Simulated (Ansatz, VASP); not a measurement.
# CaB2 in VASP and in Ansatz

File POSCAR:

```
CaB2
1.0
    3.2264302843      0.0000000000      0.0000000000
   -1.6132151421      2.7941705897      0.0000000000
    0.0000000000      0.0000000000      4.0673920000
Ca B
1 2
Direct
    0.0000000000      0.0000000000      0.0000000000
    0.6666666667      0.3333333333      0.5000000000
    0.3333333333      0.6666666667      0.5000000000
```

Contents of INCAR.step1:

```
SYSTEM = CaB2
ALGO     = Normal         ! electronic algorithm
EDIFF    = 1E-5           ! SCF threshold, eV
ENCUT    = 520            ! plane-wave cutoff, eV
GGA      = PE             ! functional
ISIF     = 2              ! what is computed and relaxed
ISMEAR   = -1             ! smearing method
LASPH    = .True.         ! aspherical terms in the spheres
LCHARG   = .False.        ! write CHGCAR
LREAL    = .False.        ! projectors in reciprocal space
LWAVE    = .True.         ! write WAVECAR
NBANDS   = 15             ! bands
NELM     = 80             ! most SCF steps
PREC     = Accurate       ! precision mode
SIGMA    = 0.05           ! smearing width, eV
```

The input INCAR.step2:

```
SYSTEM = CaB2
AEXX     = 0.1            ! exact-exchange fraction
ALGO     = Normal         ! electronic algorithm
EDIFF    = 1E-6           ! SCF threshold, eV
ENCUT    = 520            ! plane-wave cutoff, eV
GGA      = PE             ! functional
HFSCREEN = 0.2078699      ! screening, 1/A
ISIF     = 2              ! what is computed and relaxed
ISMEAR   = -1             ! smearing method
ISTART   = 1            
LASPH    = .True.         ! aspherical terms in the spheres
LCHARG   = .False.        ! write CHGCAR
LHFCALC  = .True.         ! exact exchange
LREAL    = .False.        ! projectors in reciprocal space
LWAVE    = .False.        ! write WAVECAR
NBANDS   = 15             ! bands
NELM     = 80             ! most SCF steps
PREC     = Accurate       ! precision mode
PRECFOCK = Normal       
SIGMA    = 0.05           ! smearing width, eV
```

KPOINTS

```
k-points
0
Gamma
  5 5 4
  0 0 0
```

File input.yaml:

```yaml
crystal:
  lattice:
    - [3.2264302843, 0.0, 0.0]
    - [-1.6132151421, 2.7941705897, 0.0]
    - [0.0, 0.0, 4.067392]
  atoms:
    - { symbol: Ca, position: [0.0, 0.0, 0.0] }
    - { symbol: B, position: [0.6666666667, 0.3333333333, 0.5] }
    - { symbol: B, position: [0.3333333333, 0.6666666667, 0.5] }
hamiltonian:
  xc:
    exchange: pbe
    correlation: pbe
    exx: { coeff: 0.1, omega: 0.2078699 }
  pseudopotentials: { kind: paw }
kpoints:
  mp_grid: { grid: [5, 5, 4] }
scf:
  occupations: { method: fermi_dirac, width: 0.05 }
output:
  forces: true
  stress: true
  eigenvalues: true
```

Alike in both runs: task single point; functional PBE-based screened hybrid; k mesh 5 × 5 × 4; occupations fermi-dirac, width 0.05 eV; no spin polarisation.

|  | VASP | Ansatz |
| --- | --- | --- |
| version | VASP 6.6.1 | Ansatz 0.2.0 |
| potentials or method | VASP PAW PBE potentials, release 64 (Ca_sv, B) | Ansatz PAW |
| plane-wave cutoff (eV) | 520 | 420 |
| valence electrons in the cell | 16 | 16 |

```tsv
	VASP	Ansatz	Ansatz less VASP
gap on the k mesh at the Fermi level (eV)	none	none	-
pressure (GPa)	-0.2	-0.5	-0.30
traceless stress, the component that is largest in VASP (GPa)	-0.26	-0.39	-0.129
```

VASP's potentials were made for PBE, not for PBE-based screened hybrid. A gap of «none» marks a metal or a gap that the smearing closes.

The k mesh is coarse, so the values compare programs but aren't converged.
